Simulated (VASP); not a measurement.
Set up this calculation in VASP 6.6.1, as the native input.

```yaml
Task: single point
Functional: PBE
Potentials_or_basis: VASP PAW PBE potentials, release 64 (B, N)
Cutoff: 600 eV
k_mesh: 12 × 12 × 12
Occupations: gaussian, width 0.05 eV
Spin: no spin polarisation
Dipole_correction: no
Further_INCAR_settings: ALGO = Normal; EDIFF = 1e-06; NBANDS = 11
```

The structure of BN lies in POSCAR:

```
BN
1.0
    0.0000000000      1.7398545729      1.8123485134
    1.7398545729      0.0000000000      1.8123485134
    1.7398545729      1.7398545729      0.0000000000
B N
1 1
Direct
    0.0000000000      0.0000000000      0.0000000000
    0.7500000000      0.7500000000      0.7500000000
```

This cell differs from its parent crystal: strain -0.040 along x and y, +0.000 along z.

The input as run:

INCAR

```
SYSTEM = BN
PREC = Accurate ; ENCUT = 600
EDIFF = 1E-6 ; ISMEAR = 0
SIGMA = 0.05 ; LREAL = .False.
LASPH = .True. ; NELM = 120
ALGO = Normal ; ISIF = 2
LWAVE = .False. ; LCHARG = .False.
GGA = PE ; NBANDS = 11
GGA_COMPAT = .False.
```

KPOINTS

```
Automatic mesh
0
Gamma
  12 12 12
  0 0 0
```

Potentials or basis: VASP PAW PBE potentials, release 64 (B, N).

Command:

```sh
$ cat potpaw_PBE.64/B/POTCAR potpaw_PBE.64/N/POTCAR > POTCAR
$ mpirun -np 1 vasp_std > vasp.out
```

Results of the run:

- Pressure: 35.4 GPa
- Band gap on the k mesh: 4.14 eV, indirect (least direct gap 8.94 eV)

Caveat: the cell differs from its parent crystal (strain -0.040 along x and y, +0.000 along z).

It took 12 s on 1 thread of Intel(R) Xeon(R) Platinum 8488C (Sapphire Rapids), on a shared host, peak memory 0.13 GiB.
